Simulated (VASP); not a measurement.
Here is a VASP 6.6.1 calculation.

File INCAR:

```
SYSTEM = AlGa3N4
ALGO = Normal
EDIFF = 1E-6
ENCUT = 520
GGA = PS
ISIF = 2
ISMEAR = 0
LASPH = .TRUE.
LCHARG = .FALSE.
LREAL = .FALSE.
LWAVE = .FALSE.
NBANDS = 41
NELM = 80
PREC = Accurate
SIGMA = 0.05
```

File KPOINTS:

```
k-points
0
G
  6 6 6
  0 0 0
```

Contents of POSCAR:

```
AlGa3N4
1.0
    4.4676279409      0.0000000000      0.0000000000
    0.0000000000      4.4676279409      0.0000000000
    0.0000000000      0.0000000000      4.4676279409
Al Ga N
1 3 4
Direct
    0.0000000000      0.0000000000      0.0000000000
    0.5000000000      0.5000000000      0.0000000000
    0.5000000000      0.0000000000      0.5000000000
    0.0000000000      0.5000000000      0.5000000000
    0.7453386916      0.7453386916      0.2546613084
    0.7453386916      0.2546613084      0.7453386916
    0.2546613084      0.7453386916      0.7453386916
    0.2546613084      0.2546613084      0.2546613084
```

Potentials or basis: VASP PAW PBE potentials, release 64 (Al, Ga_d, N).

The run is started by

```sh
$ cat potpaw_PBE.64/Al/POTCAR potpaw_PBE.64/Ga_d/POTCAR potpaw_PBE.64/N/POTCAR > POTCAR
$ mpirun -np 1 vasp_std > vasp.out
```

(1) Predict the largest force.

(2) Predict the band gap on the k mesh.

(3) Predict the pressure.

Answers

(1) 1.662 eV/Å.

(2) 2.23 eV, direct.

(3) 0.7 GPa.

Caveat: the cell differs from its parent crystal (mode 24 (691.5 1/cm) frozen in, largest displacement +0.075 Å); the PAW data sets were made with another functional, which shifts forces and pressure a little.
